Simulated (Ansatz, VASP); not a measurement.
Ga: VASP beside Ansatz

File INCAR:

```
  PREC = Accurate
  ENCUT = 600
  EDIFF = 1E-6
  ISMEAR = 0
  SIGMA = 0.1
  LREAL = F
  LASPH = T
  NELM = 60
  ALGO = Fast
  ISIF = 3
  LWAVE = F
  LCHARG = F
  GGA = PE
  IBRION = 2
  NSW = 100
  EDIFFG = -0.01
```

KPOINTS

```
regular mesh
0
Gamma
  8 8 8
```

File POSCAR:

```
Ga
1.0
   -3.5695324252      3.5695324252      3.5695324252
    3.5695324252     -3.5695324252      3.5695324252
    3.5695324252      3.5695324252     -3.5695324252
Ga
8
Direct
    0.2453244087      0.2453244087      0.2453244087
    0.5000000000      0.0000000000      0.2546755913
    0.2546755913      0.5000000000      0.0000000000
    0.0000000000      0.2546755913      0.5000000000
    0.7546755913      0.7546755913      0.7546755913
    0.5000000000      0.0000000000      0.7453244087
    0.7453244087      0.5000000000      0.0000000000
    0.0000000000      0.7453244087      0.5000000000
```

Input for Ansatz:

```yaml
crystal:
  lattice:
    - [-3.5695324252, 3.5695324252, 3.5695324252]
    - [3.5695324252, -3.5695324252, 3.5695324252]
    - [3.5695324252, 3.5695324252, -3.5695324252]
  atoms:
    - { symbol: Ga, position: [0.2453244087, 0.2453244087, 0.2453244087] }
    - { symbol: Ga, position: [0.5, 0.0, 0.2546755913] }
    - { symbol: Ga, position: [0.2546755913, 0.5, 0.0] }
    - { symbol: Ga, position: [0.0, 0.2546755913, 0.5] }
    - { symbol: Ga, position: [0.7546755913, 0.7546755913, 0.7546755913] }
    - { symbol: Ga, position: [0.5, 0.0, 0.7453244087] }
    - { symbol: Ga, position: [0.7453244087, 0.5, 0.0] }
    - { symbol: Ga, position: [0.0, 0.7453244087, 0.5] }
basis:
  ecutwfc: 420
kpoints:
  mp_grid: { grid: [8, 8, 8] }
hamiltonian:
  xc: pbe
scf:
  occupations: { method: gaussian, width: 0.1 }
output:
  forces: true
  stress: true
  eigenvalues: true
  write_density: true
  write_potential: true
  elf: true
  volumetric_format: npy
relax:
  adjacent_minimum: "off"
  f_tol: 0.01
  max_steps: 80
  cell: { stress_tol: 0.05 }
```

Alike in both runs: task relaxation of cell and atoms; functional PBE; k mesh 8 × 8 × 8; occupations gaussian, width 0.1 eV; no spin polarisation.

|  | VASP | Ansatz |
| --- | --- | --- |
| version | VASP 6.6.1 | Ansatz 0.2.0 |
| potentials or method | VASP PAW PBE potentials, release 64 (Ga_d), cutoff 600 eV | scalar-relativistic, plane waves, PAW |
| valence electrons in the cell | 104 | 104 |

Ansatz gave:

- gap on the k mesh at the Fermi level, each at its own relaxed structure (eV): none
- relaxed volume (Å³/atom): 22.42
- relaxed length of the cell vector where the two differ most in proportion (Å): 6.153

Question: Which values does VASP return?

Answer: gap on the k mesh at the Fermi level, each at its own relaxed structure (eV): none; relaxed volume (Å³/atom): 22.51; relaxed length of the cell vector where the two differ most in proportion (Å): 6.162.

A gap of «none» marks a metal or a gap that the smearing closes.
